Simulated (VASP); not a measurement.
Wanted: the native input for a VASP 6.6.1 run.

```yaml
Task: single point
Functional: PBE
Potentials_or_basis: VASP PAW PBE potentials, release 64 (Pd, Pt, C, N)
Cutoff: 520 eV
k_mesh: 4 × 4 × 4
Occupations: gaussian, width 0.1 eV
Spin: collinear spin
Starting_moments: "[1.0, 1.0, 0.0, 0.0, 0.0, 0.0, 0.0, 0.0, 0.0, 0.0] μB"
Dipole_correction: no
Further_INCAR_settings: ALGO = Normal; EDIFF = 1e-07; NBANDS = 43
```

The structure of PdPtC4N4 lies in POSCAR:

```
PdPtC4N4
1.0
    6.0177058223      0.0000000000      0.0000000000
    0.0000000000      6.0177058223      0.0000000000
    0.0000000000      0.0000000000      6.0177058223
Pd Pt C N
1 1 4 4
Direct
    0.5000000000      0.5000000000      0.5000000000
    0.0000000000      0.0000000000      0.0000000000
    0.1898056754      0.1898056754      0.1898056754
    0.1898056754      0.8101943246      0.8101943246
    0.8101943246      0.1898056754      0.8101943246
    0.8101943246      0.8101943246      0.1898056754
    0.3031685500      0.3031685500      0.3031685500
    0.3031685500      0.6968314500      0.6968314500
    0.6968314500      0.3031685500      0.6968314500
    0.6968314500      0.6968314500      0.3031685500
```

The input as run:

INCAR

```
SYSTEM = PdPtC4N4
PREC     = Accurate       ! precision mode
ENCUT    = 520            ! plane-wave cutoff, eV
EDIFF    = 1E-7           ! SCF threshold, eV
ISMEAR   = 0              ! smearing method
SIGMA    = 0.1            ! smearing width, eV
LREAL    = .False.        ! projectors in reciprocal space
LASPH    = .True.         ! aspherical terms in the spheres
NELM     = 150            ! most SCF steps
ALGO     = Normal         ! electronic algorithm
ISIF     = 2              ! what is computed and relaxed
LWAVE    = .False.        ! write WAVECAR
LCHARG   = .True.         ! write CHGCAR
ISPIN    = 2              ! spin polarisation
MAGMOM   = 1 1 0 0 0 0 0 0 0 0 ! initial moments
LORBIT   = 11             ! projections on sites
LMAXMIX  = 4              ! l up to which the mixer works
GGA      = PE             ! functional
LELF     = .True.         ! ELF
LVHAR    = .True.       
NBANDS   = 43             ! bands
```

KPOINTS

```
regular mesh
0
Gamma
  4 4 4
  0 0 0
```

Potentials or basis: VASP PAW PBE potentials, release 64 (Pd, Pt, C, N).

Run with:

```bash
$ cat potpaw_PBE.64/Pd/POTCAR potpaw_PBE.64/Pt/POTCAR potpaw_PBE.64/C/POTCAR potpaw_PBE.64/N/POTCAR > POTCAR
$ mpirun -np 1 vasp_std > vasp.out
```

Results of the run:

```json
{
  "Pressure": "0.4 GPa",
  "Largest force": "0.295 eV/Å",
  "Net moment": "0.97 μB per cell",
  "Site moments": "Pd +0.30; Pt +0.26; C +0.02; N +0.04 μB",
  "Valence electrons inside the program's atomic spheres": "Pd 9.31; Pt 9.67; C 2.56; N 3.84"
}
```

Caveat: a moment this small can come from the mesh or the smearing.

It took 4.4 min on 1 thread of Intel(R) Xeon(R) Platinum 8488C (Sapphire Rapids) (shared host), peak memory 0.49 GiB.
